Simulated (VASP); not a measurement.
**Ru: single point with PBEsol**

Ru:

```
Ru
1.0
     2.68968    0.00000    0.00000
    -1.34484    2.32934    0.00000
     0.00000    0.00000    4.76270
Ru
2
Direct
  0.33333 0.66667 0.25000
  0.66667 0.33333 0.75000
```

- Program: VASP 6.6.1
- Task: single point
- Functional: PBEsol
- Potentials or basis: VASP PAW PBE potentials, release 64 (Ru_pv)
- Cutoff: 520 eV
- k mesh: 18 × 18 × 10
- Occupations: gaussian, width 0.15 eV
- Spin: no spin polarisation

```json
{
 "Pressure": "-26.9 GPa",
 "Band gap on the k mesh": "zero (band 14 reaches 12.31 eV, above the bottom of band 15 at 9.96 eV)"
}
```

Stress tensor (GPa, compression positive):
```
-14.02   0.00   0.00
  0.00 -14.02   0.00
  0.00   0.00 -52.75
```

Levels at points of the mesh, in eV from the Fermi level:
```csv
k point,band 12,band 13,band 14,band 15,band 16,band 17
"(0.00, 0.00, 0.00)",-1.83,-1.83,-0.48,-0.48,0.08,1.06
"(0.50, 0.00, 0.00)",-1.77,-1.28,1.24,1.82,2.01,3.76
"(0.00, 0.00, 0.50)",-2.19,-2.19,-2.19,0.51,0.51,0.51
"(0.50, 0.00, 0.50)",-0.57,0.39,0.39,1.93,1.93,3.07
```

Wall time 42 s on 1 thread of Intel(R) Xeon(R) 6975P-C (Granite Rapids), on a shared host, peak memory 0.22 GiB.

Caveat: the PAW data sets were made with another functional, which shifts forces and pressure a little.
